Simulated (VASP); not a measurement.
Sb, 2 atoms in the cell. The structure is trigonal, space group R-3m (No. 166). Conventional cell: a = 3.028 Å, b = 3.028 Å, c = 7.215 Å, α = 90.00°, β = 90.00°, γ = 120.00°. Sb (site symmetry -3m) has 12 Sb at 2.97 to 3.03 Å within 3.9 Å. 

* Program: VASP 6.6.1
* Task: single point
* Functional: PBE
* Potentials or basis: VASP PAW PBE potentials, release 64 (Sb)
* Cutoff: 520 eV
* k mesh: 11 × 11 × 11
* Occupations: fermi-dirac, width 0.1 eV
* Spin: no spin polarisation
* Dipole correction: no
* Further INCAR settings: ALGO = Normal; EDIFF = 1e-06; NBANDS = 12

Potentials or basis: VASP PAW PBE potentials, release 64 (Sb).

Run with:

```sh
$ cat potpaw_PBE.64/Sb/POTCAR > POTCAR
$ mpirun -np 1 vasp_std > vasp.out
```

Hardware: 1 thread of Intel(R) Xeon(R) Platinum 8259CL CPU @ 2.50GHz (Skylake/Cascade Lake), with other jobs on the host.

**Question.** Estimate the wall time of this run.

**Answer.** Run time: 110 s on 1 thread of Intel(R) Xeon(R) Platinum 8259CL CPU @ 2.50GHz (Skylake/Cascade Lake), with other jobs on the host, peak memory 0.26 GiB. Counts: scf iterations 11, k points 146.
